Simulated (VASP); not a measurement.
## GaN: G0W0 quasiparticle levels with PBE

Crystal: GaN.

```
CELL_PARAMETERS angstrom
3.19000 0.00000 0.00000
-1.59500 2.76262 0.00000
0.00000 0.00000 5.19000
ATOMIC_POSITIONS crystal
Ga 0.33333 0.66667 0.00000
Ga 0.66667 0.33333 0.50000
N 0.33333 0.66667 0.37700
N 0.66667 0.33333 0.87700
```

- Program: VASP 6.6.1
- Task: G0W0 quasiparticle levels
- Functional: PBE
- Potentials or basis: VASP PAW PBE potentials, release 64 (Ga_d_GW, N_GW)
- Cutoff: 500 eV
- k mesh: 4 × 4 × 3
- Occupations: gaussian, width 0.01 eV
- Spin: no spin polarisation
- Dipole correction: no
- GW scheme: G0W0
- GW iterations: 1
- Cutoff of the response function: 120
- Frequency points: 48
- Empty bands: 100
- Further INCAR settings: ALGO = EVGW0; EDIFF = 1e-08; NBANDS = 118

| Quantity | Value |
| --- | --- |
| Quasiparticle gap | 3.03 eV |
| Least direct quasiparticle gap | 3.03 eV |
| Band gap of the starting levels on the mesh | 1.90 eV |
| Least direct gap of the starting levels on the mesh | 1.90 eV |

Run time: 7.9 min on 1 thread of Intel Xeon 8259CL, with other jobs on the host, peak memory 0.41 GiB.

Caveat: the k points lie up to 0.57 Å⁻¹ apart; bands, screening cutoff and mesh are small and nothing is extrapolated, so the quasiparticle values aren't converged.
